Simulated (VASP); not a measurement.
# Ni (I4/mmm) in VASP: single point with BLYP

Aim: the single point of Ni with BLYP.

Everything below comes from runs of VASP 6.6.1. Logs are shortened: lines on timing, memory, paths and dates and some standing lists are left out, and cuts for length are marked.

## Step 1: The cell of the first run

The typed cell holds 2 atoms: a = 2.525 Å, b = 2.525 Å, c = 3.572 Å, α = 90.00°, β = 90.00°, γ = 90.00°.

## Step 2: Single point, BLYP, collinear spin, ferromagnetic start

The input, INCAR:

```
SYSTEM = Ni
PREC = Accurate
ENCUT = 600
EDIFF = 1E-6
ISMEAR = -1
SIGMA = 0.1
LREAL = .FALSE.
LASPH = .TRUE.
NELM = 200
ALGO = Normal
ISIF = 2
LWAVE = .FALSE.
LCHARG = .FALSE.
ISPIN = 2
MAGMOM = -0.664 -0.664
LORBIT = 11
LMAXMIX = 4
GGA = B5
ALDAX = 1.0
AGGAX = 1.0
AGGAC = 1.0
ALDAC = 0.0
NBANDS = 21
GGA_COMPAT = .FALSE.
```

The input, KPOINTS:

```
regular mesh
0
G
  6 6 5
  0 0 0
```

The input, POSCAR:

```
Ni
1.0
    2.5246512077      0.0000000000      0.0000000000
    0.0000000000      2.5246512077      0.0000000000
    0.0000000000      0.0000000000      3.5720159582
Ni
2
Direct
    0.0000000000      0.0000000000      0.0000000000
    0.5000000000      0.5000000000      0.5000000000
```

Potentials or basis: VASP PAW PBE potentials, release 64 (Ni).

On the command line:

```console
cat potpaw_PBE.64/Ni/POTCAR > POTCAR
mpirun -np 1 vasp_std > vasp.out
```

OUTCAR:

```text
SYSTEM = Ni
   PREC = Accurate
   ENCUT = 600
   EDIFF = 1E-6
   ISMEAR = -1
   LREAL = .FALSE.
   LASPH = .TRUE.
   NELM = 200
   ISIF = 2
   ISPIN = 2
   LORBIT = 11
   GGA = B5

 ion  position               nearest neighbor table
   1  0.000  0.000  0.000-   2 2.53   2 2.53   2 2.53   2 2.53   2 2.53   2 2.53   2 2.53   2 2.53

   2  0.500  0.500  0.500-   1 2.53   1 2.53   1 2.53   1 2.53   1 2.53   1 2.53   1 2.53   1 2.53

  LATTYP: Found a simple tetragonal cell.
 ALAT       =     2.5246512077
 C/A-ratio  =     1.4148552273

  Lattice vectors:

 A1 = (   2.5246512077,   0.0000000000,   0.0000000000)
 A2 = (   0.0000000000,   2.5246512077,   0.0000000000)
 A3 = (   0.0000000000,   0.0000000000,   3.5720159582)

Analysis of symmetry for initial positions (statically):
=====================================================================
 Subroutine PRICEL returns following result:

  LATTYP: Found a body centered tetragonal cell.
 ALAT       =     2.5246512077
 C/A-ratio  =     1.4148552273
[... 12 lines left out ...]
 Subroutine GETGRP returns: Found 16 space group operations
 (whereof 16 operations were pure point group operations)
 out of a pool of 16 trial point group operations.

The static configuration has the point symmetry D_4h.

Analysis of symmetry for dynamics (positions and initial velocities):
=====================================================================
 Subroutine PRICEL returns following result:

  LATTYP: Found a body centered tetragonal cell.
 ALAT       =     2.5246512077
 C/A-ratio  =     1.4148552273
[... 12 lines left out ...]
 Subroutine GETGRP returns: Found 16 space group operations
 (whereof 16 operations were pure point group operations)
 out of a pool of 16 trial point group operations.

The dynamic configuration has the point symmetry D_4h.

Analysis of structural, dynamic, and magnetic symmetry:
=====================================================================
 Subroutine PRICEL returns following result:

  LATTYP: Found a body centered tetragonal cell.
 ALAT       =     2.5246512077
 C/A-ratio  =     1.4148552273
[... 12 lines left out ...]
 Subroutine GETGRP returns: Found 16 space group operations
 (whereof 16 operations were pure point group operations)
 out of a pool of 16 trial point group operations.

The overall configuration has the point symmetry D_4h.

 Subroutine INISYM returns: Found 16 space group operations
 (whereof 16 operations are pure point group operations),
 and found     2 'primitive' translations

----------------------------------------------------------------------------------------

                                     Primitive cell
[... 112 lines left out ...]
  Thomas-Fermi vector in A             =   2.669994
   LORBIT       =     11    0 simple, 1 ext, 2 COOP (PROOUT), +10 PAW based schemes
   GGA     = B5    functional components
   LHFCALC =     F    Hartree Fock is set to
   AEXX    =    0.0000 exact exchange contribution
   IVDW    =     0    specifies the selected vdW correction
   LEPSILON=     F    determine dielectric tensor
   LRPA    =     F    only Hartree local field effects (RPA)
 spin polarized calculation
  energy-cutoff  :      600.00
  volume of cell :       22.77
 maximum number of plane-waves:       776
   NGX = 11   NGY = 11   NGZ = 15

 number of electron      19.9999998 magnetization      -1.1393889

 Free energy of the ion-electron system (eV)
  ---------------------------------------------------
  ext. energy  EPLUGINS =         0.00000000
  ---------------------------------------------------
  free energy    TOTEN  =        -9.29176678 eV

  energy without entropy =       -9.18635229  energy(sigma->0) =       -9.23905953

 E-fermi :   9.1681     XC(G=0): -12.4012

 val. band max:        9.1407816575   @ k =   0.3333   0.1667   0.2000
 cond. band min:       9.1765787356   @ k =   0.0000   0.0000   0.2000
 fundamental gap:      0.0357970780
 Fermi energy:         9.1680805785

 spin component 1

 k-point     1 :       0.0000    0.0000    0.0000
  band No.  band energies     occupation
      1       0.6335      1.00000
      2       5.1930      1.00000
      3       5.8366      1.00000
      4       7.5830      1.00000
      5       7.6079      1.00000
      6       7.6079      1.00000
[... 565 lines left out ...]
     20      32.8536      0.00000
     21      36.7762      0.00000

 [... further k-points ...]

 spin component 2

 k-point     1 :       0.0000    0.0000    0.0000
  band No.  band energies     occupation
      1       0.6532      1.00000
      2       4.8855      1.00000
      3       5.3205      1.00000
      4       6.9115      1.00000
      5       6.9115      1.00000
      6       6.9571      1.00000
[... 565 lines left out ...]
     20      32.7687      0.00000
     21      36.7130      0.00000

 [... further k-points ...]

------------------------ aborting loop because EDIFF is reached ----------------------------------------

  FORCE on cell =-STRESS in cart. coord.  units (eV):
  Direction    XX          YY          ZZ          XY          YZ          ZX
  --------------------------------------------------------------------------------------
  -------------------------------------------------------------------------------------
  Total        0.1751794      0.1751794      0.0335062      0.0000000      0.0000000      0.0000000
  in kB       12.3275707     12.3275707      2.3578670      0.0000000      0.0000000      0.0000000
  external PRESSURE =       9.0043362 kB  Pullay stress =       0.0000000 kB

 VOLUME and BASIS-vectors are now :
 -----------------------------------------------------------------------------
  energy-cutoff  :      600.00
  volume of cell :       22.77
      direct lattice vectors                 reciprocal lattice vectors
     2.524651208  0.000000000  0.000000000     0.396094319  0.000000000  0.000000000
     0.000000000  2.524651208  0.000000000     0.000000000  0.396094319  0.000000000
     0.000000000  0.000000000  3.572015958     0.000000000  0.000000000  0.279953956

 POSITION                                       TOTAL-FORCE (eV/Angst)
 -----------------------------------------------------------------------------------
      0.00000      0.00000      0.00000        -0.000000     -0.000000     -0.000000
      1.26233      1.26233      1.78601         0.000000      0.000000      0.000000
 -----------------------------------------------------------------------------------
    total drift:                               -0.000000      0.000000      0.000000

  FREE ENERGIE OF THE ION-ELECTRON SYSTEM (eV)
  ---------------------------------------------------
  free  energy   TOTEN  =        -9.2917667751 eV

  energy  without entropy=       -9.1863522927  energy(sigma->0) =       -9.23905953

 total charge

# of ion       s       p       d       tot
------------------------------------------
    1        0.482   0.444   8.354   9.280
    2        0.482   0.444   8.354   9.280
--------------------------------------------------
tot          0.964   0.887  16.708  18.559

 magnetization (x)

# of ion       s       p       d       tot
------------------------------------------
    1        0.008   0.025  -0.616  -0.584
    2        0.008   0.025  -0.616  -0.584
--------------------------------------------------
tot          0.016   0.049  -1.232  -1.167
```

OSZICAR:

```text
N       E                     dE             d eps       ncg     rms          rms(c)
DAV:   1     0.107271392698E+03    0.10727E+03   -0.93971E+03  2712   0.142E+03
DAV:   2    -0.438571471131E+01   -0.11166E+03   -0.10309E+03  2590   0.249E+02
DAV:   3    -0.109738323229E+02   -0.65881E+01   -0.63162E+01  2838   0.687E+01
DAV:   4    -0.110666415331E+02   -0.92809E-01   -0.92725E-01  2841   0.760E+00
DAV:   5    -0.110696733355E+02   -0.30318E-02   -0.30317E-02  2896   0.133E+00    0.125E+01
DAV:   6    -0.999361684030E+01    0.10761E+01   -0.70042E+00  2973   0.550E+01    0.809E+00
DAV:   7    -0.931951595122E+01    0.67410E+00   -0.15269E+00  2981   0.233E+01    0.219E+00
DAV:   8    -0.929710149177E+01    0.22414E-01   -0.11246E-02  3413   0.996E-01    0.111E+00
DAV:   9    -0.929292404801E+01    0.41774E-02   -0.49078E-04  3780   0.302E-01    0.347E-01
DAV:  10    -0.929179171743E+01    0.11323E-02   -0.11924E-04  3796   0.205E-01    0.528E-02
DAV:  11    -0.929176304569E+01    0.28672E-04   -0.28294E-05  3201   0.609E-02    0.328E-02
DAV:  12    -0.929176635129E+01   -0.33056E-05   -0.24877E-06  2777   0.181E-02    0.168E-02
DAV:  13    -0.929176677506E+01   -0.42377E-06   -0.10196E-06  2109   0.102E-02
   1 F= -.92917668E+01 E0= -.92390595E+01  d E =-.105414E+00  mag=    -1.1395
```

stdout:

```text
POSCAR found type information on POSCAR Ni
 POSCAR found :  1 types and       2 ions
 scaLAPACK will be used
 -----------------------------------------------------------------------------
|                                                                             |
|                                                                             |
|     You enforced a specific xc type in the INCAR file but a different       |
|     I HOPE YOU KNOW WHAT YOU ARE DOING!                                     |
|                                                                             |
 -----------------------------------------------------------------------------

 LDA part: xc-table for (Slater(with rela. corr.)+VWN5), standard interpolation
 POSCAR, INCAR and KPOINTS ok, starting setup
 FFT: planning ... GRIDC
 FFT: planning ... GRID_SOFT
 FFT: planning ... GRID
 WAVECAR not read
 entering main loop
```

Wall time 45 s (1 thread of Intel Xeon Platinum 8259CL at 2.50GHz (Skylake/Cascade Lake), shared host); peak memory 0.15 GiB.

Results:

```yaml
Free_energy: -9.2918 eV
Pressure: 0.9 GPa
Net_moment: -1.14 μB per cell
Site_moments: Ni -0.58 μB
Valence_electrons_inside_the_program's_atomic_spheres: Ni 9.28
```

Caveat: the k points lie up to 0.41 Å⁻¹ apart; the PAW data sets were made with another functional, which shifts forces and pressure a little.
